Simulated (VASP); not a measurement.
# Ca in VASP: a series of runs

The runs below take Ca through single point, with PBE.

Program: VASP 6.6.1. These are calculated values, not measurements. Logs are shortened: lines on timing, memory, paths and dates and some standing lists are left out, and cuts for length are marked.

### 1 The cell of the first run

The typed cell holds 2 atoms: a = 3.774 Å, b = 3.774 Å, c = 6.229 Å, α = 90.00°, β = 90.00°, γ = 120.00°.

This isn't the form of Ca at room conditions, which is fcc.

### 2 Single point, PBE

INCAR reads:

```
SYSTEM = Ca
ALGO = Fast
EDIFF = 1E-7
ENCUT = 520
GGA = PE
ISIF = 2
ISMEAR = 0
LASPH = .TRUE.
LCHARG = .FALSE.
LREAL = .FALSE.
LWAVE = .FALSE.
NBANDS = 17
NELM = 80
PREC = Accurate
SIGMA = 0.1
```

KPOINTS reads:

```
k-points
0
G
  12 12 8
  0 0 0
```

POSCAR reads:

```
Ca
1.0
    1.8869319435     -3.2685014923      0.0000000000
    1.8869319435      3.2685014923      0.0000000000
    0.0000000000      0.0000000000      6.2291402597
Ca
2
Direct
    0.8333568668      0.1666431332      0.2500000000
    0.1666431332      0.8333568668      0.7500000000
```

Potentials or basis: VASP PAW PBE potentials, release 64 (Ca_sv).

On the command line:

```
$ cat potpaw_PBE.64/Ca_sv/POTCAR > POTCAR
$ mpirun -np 1 vasp_std > vasp.out
```

OUTCAR:

```text
SYSTEM = Ca
   EDIFF = 1E-7
   ENCUT = 520
   GGA = PE
   ISIF = 2
   ISMEAR = 0
   LASPH = .TRUE.
   LREAL = .FALSE.
   NELM = 80
   PREC = Accurate

 ion  position               nearest neighbor table
   1  0.833  0.167  0.250-
   2  0.167  0.833  0.750-

  LATTYP: Found a base centered orthorhombic cell.
 ALAT       =     3.7738638870
 B/A-ratio  =     1.7321777309
 C/A-ratio  =     1.6506001399

  Lattice vectors:

 A1 = (   1.8869319435,  -3.2685014923,   0.0000000000)
 A2 = (   1.8869319435,   3.2685014923,   0.0000000000)
 A3 = (   0.0000000000,   0.0000000000,   6.2291402597)

Analysis of symmetry for initial positions (statically):
=====================================================================
 Subroutine PRICEL returns:
 Original cell was already a primitive cell.

 Routine SETGRP: Setting up the symmetry group for a
 base centered orthorhombic supercell.

 Subroutine GETGRP returns: Found  8 space group operations
 (whereof  4 operations were pure point group operations)
 out of a pool of  8 trial point group operations.

The static configuration has the point symmetry C_2h.
 The point group associated with its full space group is D_2h.

Analysis of symmetry for dynamics (positions and initial velocities):
=====================================================================
 Subroutine PRICEL returns:
 Original cell was already a primitive cell.

 Routine SETGRP: Setting up the symmetry group for a
 base centered orthorhombic supercell.

 Subroutine GETGRP returns: Found  8 space group operations
 (whereof  4 operations were pure point group operations)
 out of a pool of  8 trial point group operations.

The dynamic configuration has the point symmetry C_2h.
 The point group associated with its full space group is D_2h.

 Subroutine INISYM returns: Found  8 space group operations
 (whereof  4 operations are pure point group operations),
 and found     1 'primitive' translations

----------------------------------------------------------------------------------------

                                     Primitive cell

  volume of cell :      76.8357

  direct lattice vectors                    reciprocal lattice vectors
     1.886931944 -3.268501492  0.000000000     0.264980410 -0.152975301  0.000000000
     1.886931944  3.268501492  0.000000000     0.264980410  0.152975301  0.000000000
     0.000000000  0.000000000  6.229140260     0.000000000  0.000000000  0.160535798

  length of vectors
     3.774071298  3.774071298  6.229140260     0.305967417  0.305967417  0.160535798

  position of ions in fractional coordinates (direct lattice)
     0.833356867  0.166643133  0.250000000
     0.166643133  0.833356867  0.750000000

  ion indices of the primitive-cell ions
   primitive index   ion index
                 1           1
                 2           2

----------------------------------------------------------------------------------------

 KPOINTS: k-points

Automatic generation of k-mesh.
 Grid dimensions read from file:
 generate k-points for:   12   12    8

 Generating k-lattice:

  Cartesian coordinates                     Fractional coordinates (reciprocal lattice)
     0.022081701 -0.012747942  0.000000000     0.083333333  0.000000000  0.000000000
     0.022081701  0.012747942  0.000000000     0.000000000  0.083333333  0.000000000
     0.000000000  0.000000000  0.020066975     0.000000000  0.000000000  0.125000000

  Length of vectors
     0.025497285  0.025497285  0.020066975

  Shift w.r.t. Gamma in fractional coordinates (k-lattice)
     0.000000000  0.000000000  0.000000000

 Subroutine IBZKPT returns following result:
 ===========================================

 Found    215 irreducible k-points:

 Following reciprocal coordinates:
            Coordinates               Weight
  0.000000  0.000000  0.000000      1.000000
  0.083333  0.000000  0.000000      4.000000
  0.166667  0.000000  0.000000      4.000000
  0.250000  0.000000  0.000000      4.000000
  0.333333  0.000000  0.000000      4.000000
  0.416667  0.000000  0.000000      4.000000
[... 16 lines left out ...]
  0.500000  0.166667  0.000000      4.000000
 -0.416667  0.166667  0.000000      4.000000
 [... further k-points ...]
   k-points           NKPTS =    215   k-points in BZ     NKDIM =    215   number of bands    NBANDS=     17
   number of dos      NEDOS =    301   number of ions     NIONS =      2
   total plane-waves  NPLWV =  37632
   dimension x,y,z NGX =    28 NGY =   28 NGZ =   48
   dimension x,y,z NGXF=    56 NGYF=   56 NGZF=   96
   ions per type =               2
   NGX,Y,Z   is equivalent  to a cutoff of  12.33, 12.33, 12.81 a.u.
   NGXF,Y,Z  is equivalent  to a cutoff of  24.67, 24.67, 25.62 a.u.
 SYSTEM =  Ca
   PREC   = accura    normal or accurate (medium, high low for compatibility)
   ISTART =      0    job   : 0-new  1-cont  2-samecut
   ICHARG =      2    charge: 1-file 2-atom 10-const
   ISPIN  =      1    spin polarized calculation?
   LNONCOLLINEAR =      F non collinear calculations
   LSORBIT =      F    spin-orbit coupling
   LASPH  =      T    aspherical Exc in radial PAW
   ENCUT  =  520.0 eV  38.22 Ry    6.18 a.u.   7.02  7.02 11.58*2*pi/ulx,y,z
   NELM   =     80;   NELMIN=  2; NELMDL= -5     # of ELM steps
   EDIFF  = 0.1E-06   stopping-criterion for ELM
   LREAL  =      F    real-space projection
   EDIFFG = 0.1E-05   stopping-criterion for IOM
   NSW    =      0    number of steps for IOM
   IBRION =     -1    ionic relax: 0-MD 1-quasi-New 2-CG
   NFREE  =      0    steps in history (QN), initial steepest desc. (CG)
   ISIF   =      2    stress and relaxation
   ISYM   =      2    0-nonsym 1-usesym 2-fastsym
   POTIM  = 0.5000    time-step for ionic-motion
   TEBEG  =    0.0;   TEEND  =   0.0 temperature during run
   PSTRESS=    0.0 pullay stress
   NELECT =      20.0000    total number of electrons
   NUPDOWN=      -1.0000    fix difference up-down
   EMIN   =  10.00;   EMAX   =-10.00  energy-range for DOS
   EFERMI =   0.00;   METHOD = LEGACY
   ISMEAR =     0;   SIGMA  =   0.10  broadening in eV -4-tet -1-fermi 0-gaus
   EFERMI_NEDOS =   21; number of points for ismear=-14 and -15
   IALGO  =     68    algorithm
   IMIX   =      4    mixing-type and parameters
     AMIX     =   0.40;   BMIX     =  1.00
     AMIX_MAG =   1.60;   BMIX_MAG =  1.00
[... 27 lines left out ...]

 E-fermi :   2.4121     XC(G=0):  -8.0311

 val. band max:        2.4120475742   @ k =   0.5000   0.1667   0.0000
 cond. band min:       2.4241331173   @ k =  -0.3333   0.0833   0.0000
 fundamental gap:      0.0120855431
 Fermi energy:         2.4120798605

 k-point     1 :       0.0000    0.0000    0.0000
  band No.  band energies     occupation
      1     -39.4427      2.00000
      2     -39.4225      2.00000
      3     -20.5285      2.00000
      4     -20.3727      2.00000
      5     -20.3727      2.00000
      6     -20.3478      2.00000
[... 9 lines left out ...]
     16       5.1385      0.00000
     17       5.6068      0.00000

 k-point     2 :       0.0833    0.0000    0.0000
  band No.  band energies     occupation
      1     -39.4414      2.00000
      2     -39.4219      2.00000
      3     -20.5241      2.00000
      4     -20.3830      2.00000
      5     -20.3759      2.00000
      6     -20.3585      2.00000
[... 9 lines left out ...]
     16       5.2243      0.00000
     17       5.4715      0.00000

 k-point     3 :       0.1667    0.0000    0.0000
  band No.  band energies     occupation
      1     -39.4378      2.00000
      2     -39.4201      2.00000
      3     -20.5117      2.00000
      4     -20.4112      2.00000
      5     -20.3871      2.00000
      6     -20.3845      2.00000
[... 9 lines left out ...]
     16       5.1761      0.00000
     17       5.4192      0.00000

 k-point     4 :       0.2500    0.0000    0.0000
  band No.  band energies     occupation
      1     -39.4328      2.00000
      2     -39.4178      2.00000
      3     -20.4932      2.00000
      4     -20.4500      2.00000
      5     -20.4254      2.00000
      6     -20.3958      2.00000
[... 9 lines left out ...]
     16       5.4792      0.00000
     17       5.5597      0.00000

 k-point     5 :       0.3333    0.0000    0.0000
  band No.  band energies     occupation
      1     -39.4274      2.00000
      2     -39.4158      2.00000
      3     -20.4891      2.00000
      4     -20.4716      2.00000
      5     -20.4626      2.00000
      6     -20.4068      2.00000
[... 9 lines left out ...]
     16       5.8673      0.00000
     17       6.0993      0.00000

 k-point     6 :       0.4167    0.0000    0.0000
  band No.  band energies     occupation
      1     -39.4230      2.00000
      2     -39.4148      2.00000
      3     -20.5178      2.00000
      4     -20.4893      2.00000
      5     -20.4518      2.00000
      6     -20.4147      2.00000
[... 9 lines left out ...]
     16       6.3573      0.00000
     17       6.7225      0.00000

 k-point     7 :       0.5000    0.0000    0.0000
  band No.  band energies     occupation
      1     -39.4212      2.00000
      2     -39.4146      2.00000
      3     -20.5283      2.00000
      4     -20.4990      2.00000
      5     -20.4426      2.00000
      6     -20.4176      2.00000
[... 9 lines left out ...]
     16       6.8080      0.00000
     17       6.9215      0.00000

 k-point     8 :       0.0833    0.0833    0.0000
  band No.  band energies     occupation
      1     -39.4390      2.00000
      2     -39.4206      2.00000
      3     -20.5157      2.00000
      4     -20.4004      2.00000
      5     -20.3874      2.00000
      6     -20.3729      2.00000
[... 9 lines left out ...]
     16       5.2278      0.00000
     17       5.3901      0.00000
[... 203 lines left out ...]
      1     -39.4301      2.00000
      2     -39.4167      2.00000
      3     -20.4830      2.00000
      4     -20.4543      2.00000
      5     -20.4504      2.00000
      6     -20.3998      2.00000
[... 9 lines left out ...]
     16       5.4708      0.00000
     17       5.8229      0.00000

 k-point    20 :       0.2500    0.1667    0.0000
  band No.  band energies     occupation
      1     -39.4253      2.00000
      2     -39.4152      2.00000
      3     -20.4844      2.00000
      4     -20.4717      2.00000
      5     -20.4626      2.00000
      6     -20.4171      2.00000
[... 9 lines left out ...]
     16       5.7483      0.00000
     17       6.2510      0.00000

 k-point    21 :       0.3333    0.1667    0.0000
  band No.  band energies     occupation
      1     -39.4212      2.00000
      2     -39.4146      2.00000
      3     -20.5075      2.00000
      4     -20.4834      2.00000
      5     -20.4431      2.00000
      6     -20.4329      2.00000
[... 9 lines left out ...]
     16       6.0845      0.00000
     17       6.6180      0.00000

 k-point    22 :       0.4167    0.1667    0.0000
  band No.  band energies     occupation
      1     -39.4195      2.00000
      2     -39.4146      2.00000
      3     -20.5159      2.00000
      4     -20.4872      2.00000
      5     -20.4392      2.00000
      6     -20.4332      2.00000
[... 9 lines left out ...]
     16       6.3356      0.00000
     17       6.6537      0.00000

 k-point    23 :       0.5000    0.1667    0.0000
  band No.  band energies     occupation
      1     -39.4212      2.00000
      2     -39.4146      2.00000
      3     -20.5075      2.00000
      4     -20.4834      2.00000
      5     -20.4430      2.00000
      6     -20.4329      2.00000
[... 9 lines left out ...]
     16       6.0842      0.00000
     17       6.5642      0.00000

 k-point    24 :      -0.4167    0.1667    0.0000
  band No.  band energies     occupation
      1     -39.4253      2.00000
      2     -39.4152      2.00000
      3     -20.4844      2.00000
      4     -20.4716      2.00000
      5     -20.4626      2.00000
      6     -20.4171      2.00000
[... 9 lines left out ...]
     16       5.7480      0.00000
     17       6.2591      0.00000

 [... further k-points ...]

------------------------ aborting loop because EDIFF is reached ----------------------------------------

  FORCE on cell =-STRESS in cart. coord.  units (eV):
  Direction    XX          YY          ZZ          XY          YZ          ZX
  --------------------------------------------------------------------------------------
  -------------------------------------------------------------------------------------
  Total        0.9634206      0.9630553      0.9707065      0.0000000     -0.0000000      0.0000000
  in kB       20.0892396     20.0816218     20.2411634      0.0000000     -0.0000000      0.0000000
  external PRESSURE =      20.1373416 kB  Pullay stress =       0.0000000 kB

 VOLUME and BASIS-vectors are now :
 -----------------------------------------------------------------------------
  energy-cutoff  :      520.00
  volume of cell :       76.84
      direct lattice vectors                 reciprocal lattice vectors
     1.886931944 -3.268501492  0.000000000     0.264980410 -0.152975301  0.000000000
     1.886931944  3.268501492  0.000000000     0.264980410  0.152975301  0.000000000
     0.000000000  0.000000000  6.229140260     0.000000000  0.000000000  0.160535798

 POSITION                                       TOTAL-FORCE (eV/Angst)
 -----------------------------------------------------------------------------------
      1.88693     -2.17915      1.55729         0.000000      0.000037      0.000000
      1.88693      2.17915      4.67186         0.000000     -0.000037      0.000000
 -----------------------------------------------------------------------------------
    total drift:                                0.000000      0.000000     -0.000000

  FREE ENERGIE OF THE ION-ELECTRON SYSTEM (eV)
  ---------------------------------------------------
  free  energy   TOTEN  =        -3.8099545357 eV

  energy  without entropy=       -3.8007529331  energy(sigma->0) =       -3.80535373
```

Wall time 8.1 min (1 thread of Oxide Virtual Turin-like, shared host); peak memory 0.33 GiB.

What came out:

* Free energy: -3.8100 eV
* Pressure: 2.0 GPa
* Band gap on the k mesh: zero (bands 10 and 11 overlap by 0.43 eV)

### 3 Single point, PBE

This run uses another cell than the first one, of 42.42 Å³/atom.

INCAR reads:

```
PREC     = Accurate       # precision mode
ENCUT    = 520            # plane-wave cutoff, eV
EDIFF    = 1E-6           # SCF threshold, eV
ISMEAR   = 0              # smearing method
SIGMA    = 0.1            # smearing width, eV
LREAL    = False          # projectors in reciprocal space
LASPH    = True           # aspherical terms in the spheres
NELM     = 80             # most SCF steps
ALGO     = Fast           # electronic algorithm
ISIF     = 2              # what is computed and relaxed
LWAVE    = False          # write WAVECAR
LCHARG   = True           # write CHGCAR
GGA      = PE             # functional
LELF     = True           # ELF
LVHAR    = True         
NBANDS   = 17             # bands
```

KPOINTS reads:

```
Automatic mesh
0
Gamma
  12 12 8
```

POSCAR reads:

```
Ca
1.0
    1.9531793411     -3.3828217564      0.0000000000
    1.9531793411      3.3828217564      0.0000000000
    0.0000000000      0.0000000000      6.4199411287
Ca
2
Direct
    0.8334435375      0.1665564625      0.2500000000
    0.1665564625      0.8334435375      0.7500000000
```

Potentials or basis: VASP PAW PBE potentials, release 64 (Ca_sv).

On the command line:

```
$ cat potpaw_PBE.64/Ca_sv/POTCAR > POTCAR
$ mpirun -np 1 vasp_std > vasp.out
```

Run time: 11 min. Hardware: 1 thread of Oxide Virtual Turin-like, shared host; peak memory 0.36 GiB.

It converged, with:

| Item | Value |
| --- | --- |
| Free energy | -3.8579 eV |
| Pressure | 0.0 GPa |
| Band gap on the k mesh | zero (bands 10 and 11 overlap by 0.51 eV) |

Levels at points of the mesh, in eV from the Fermi level:
| k point | band 8 | band 9 | band 10 | band 11 | band 12 | band 13 |
| --- | --- | --- | --- | --- | --- | --- |
| (0.00, 0.00, 0.00) | -22.99 | -4.08 | -1.08 | -0.26 | 2.23 | 2.26 |
| (0.50, 0.00, 0.00) | -23.02 | -1.14 | -0.72 | 0.19 | 0.35 | 1.34 |
| (0.50, 0.50, 0.00) | -23.02 | -1.14 | -0.72 | 0.19 | 0.35 | 1.33 |
| (0.00, 0.00, 0.50) | -23.01 | -3.08 | -3.08 | 1.35 | 1.35 | 2.25 |
| (0.50, 0.00, 0.50) | -23.03 | -0.71 | -0.71 | 0.07 | 0.07 | 1.42 |
| (0.50, 0.50, 0.50) | -23.03 | -0.71 | -0.71 | 0.07 | 0.07 | 1.42 |

### 4 Single point, PBE

This run uses another cell than the first one, of 30.04 Å³/atom.

INCAR reads:

```
ALGO     = Fast           # electronic algorithm
EDIFF    = 1E-7           # SCF threshold, eV
ENCUT    = 520            # plane-wave cutoff, eV
GGA      = PE             # functional
ISIF     = 2              # what is computed and relaxed
ISMEAR   = 0              # smearing method
LASPH    = True           # aspherical terms in the spheres
LCHARG   = False          # write CHGCAR
LREAL    = False          # projectors in reciprocal space
LWAVE    = False          # write WAVECAR
NBANDS   = 17             # bands
NELM     = 80             # most SCF steps
PREC     = Accurate       # precision mode
SIGMA    = 0.1            # smearing width, eV
```

KPOINTS reads:

```
k-points
0
Gamma
  15 15 8
```

POSCAR reads:

```
Ca
1.0
    1.7337303091     -3.0030546563      0.0000000000
    1.7337303091      3.0030546563      0.0000000000
    0.0000000000      0.0000000000      5.7705892884
Ca
2
Direct
    0.8333535928      0.1666464072      0.2500000000
    0.1666464072      0.8333535928      0.7500000000
```

On the command line:

```
$ cat potpaw_PBE.64/Ca_sv/POTCAR > POTCAR
$ mpirun -np 1 vasp_std > vasp.out
```

It took 16 min on 1 thread of Oxide Virtual Turin-like, shared host; peak memory 0.36 GiB.

The run converged. Its results:

```
Free energy            : -3.2327 eV
Pressure               : 10.1 GPa
Band gap on the k mesh : zero (bands 10 and 11 overlap by 0.30 eV)
```

Levels at points of the mesh, in eV from the Fermi level:
| k point | band 7 | band 8 | band 9 | band 10 | band 11 | band 12 | band 13 | band 14 |
| --- | --- | --- | --- | --- | --- | --- | --- | --- |
| (0.00, 0.00, 0.00) | -22.11 | -22.10 | -4.59 | -1.23 | 0.19 | 2.61 | 2.73 | 2.73 |
| (0.00, 0.00, 0.50) | -22.14 | -22.14 | -3.29 | -3.29 | 1.52 | 1.52 | 2.73 | 2.73 |

Caveat: the cell stands under pressure.

### 5 Single point, PBE

This run uses another cell than the first one, of 49.09 Å³/atom.

INCAR reads:

```
SYSTEM = Ca
PREC = Accurate
ENCUT = 520
EDIFF = 1E-7
ISMEAR = 0
SIGMA = 0.1
LREAL = .False.
LASPH = .True.
NELM = 80
ALGO = Fast
ISIF = 2
LWAVE = .False.
LCHARG = .True.
GGA = PE
LELF = .True.
LVHAR = .True.
NBANDS = 17
```

KPOINTS reads:

```
regular mesh
0
Gamma
  12 12 8
  0 0 0
```

POSCAR reads:

```
Ca
1.0
    2.0542817493     -3.5582196100      0.0000000000
    2.0542817493      3.5582196100      0.0000000000
    0.0000000000      0.0000000000      6.7157931914
Ca
2
Direct
    0.8333398113      0.1666601887      0.2500000000
    0.1666601887      0.8333398113      0.7500000000
```

On the command line:

```
$ cat potpaw_PBE.64/Ca_sv/POTCAR > POTCAR
$ mpirun -np 1 vasp_std > vasp.out
```

Run time: 11 min. Hardware: 1 thread of Oxide Virtual Turin-like, shared host; peak memory 0.4 GiB.

It converged, with:

* Free energy: -3.7679 eV
* Pressure: -2.0 GPa
* Band gap on the k mesh: zero (bands 10 and 11 overlap by 0.55 eV)

Levels at points of the mesh, in eV from the Fermi level:
```
           k point  band 8  band 9  band 10  band 11  band 12  band 13
(0.00, 0.00, 0.00)  -23.34   -3.80    -0.99    -0.29     2.06     2.07
(0.50, 0.00, 0.00)  -23.35   -1.11    -0.72     0.29     0.41     1.22
(0.50, 0.50, 0.00)  -23.35   -1.11    -0.72     0.29     0.41     1.22
(0.00, 0.00, 0.50)  -23.35   -2.90    -2.90     1.29     1.29     2.06
(0.50, 0.00, 0.50)  -23.36   -0.63    -0.63    -0.01    -0.01     1.36
(0.50, 0.50, 0.50)  -23.36   -0.63    -0.63    -0.01    -0.01     1.36
```

### 6 The runs side by side

| cell | k mesh | further INCAR settings | gap on the mesh (eV) | pressure (GPa) |
| --- | --- | --- | --- | --- |
| a = 3.774, b = 3.774, c = 6.229 Å, angles 90.0, 90.0, 120.0°, 2 atoms, atomic positions A | 12 × 12 × 8 | ALGO = Fast; EDIFF = 1e-07; NBANDS = 17 | none | 2.0 |
| a = 3.906, b = 3.906, c = 6.420 Å, angles 90.0, 90.0, 120.0°, 2 atoms, atomic positions B | 12 × 12 × 8 | ALGO = Fast; EDIFF = 1e-06; NBANDS = 17 | none | 0.0 |
| a = 3.468, b = 3.468, c = 5.771 Å, angles 90.0, 90.0, 120.0°, 2 atoms, atomic positions A | 15 × 15 × 8 | ALGO = Fast; EDIFF = 1e-07; NBANDS = 17 | none | 10.1 |
| a = 4.109, b = 4.109, c = 6.716 Å, angles 90.0, 90.0, 120.0°, 2 atoms, atomic positions A | 12 × 12 × 8 | ALGO = Fast; EDIFF = 1e-07; NBANDS = 17 | none | -2.0 |

Alike in all rows: task single point; level PBE; potentials or basis VASP PAW PBE potentials, release 64 (Ca_sv); no spin polarisation; cutoff (eV) 520; smearing gaussian 0.1 eV.

Caveats: the cell stands under pressure (at least some runs).

Absolute energies hang on the potentials; compare differences alone.

The gap in the log of VASP goes by the Fermi energy; the results here count the filled bands.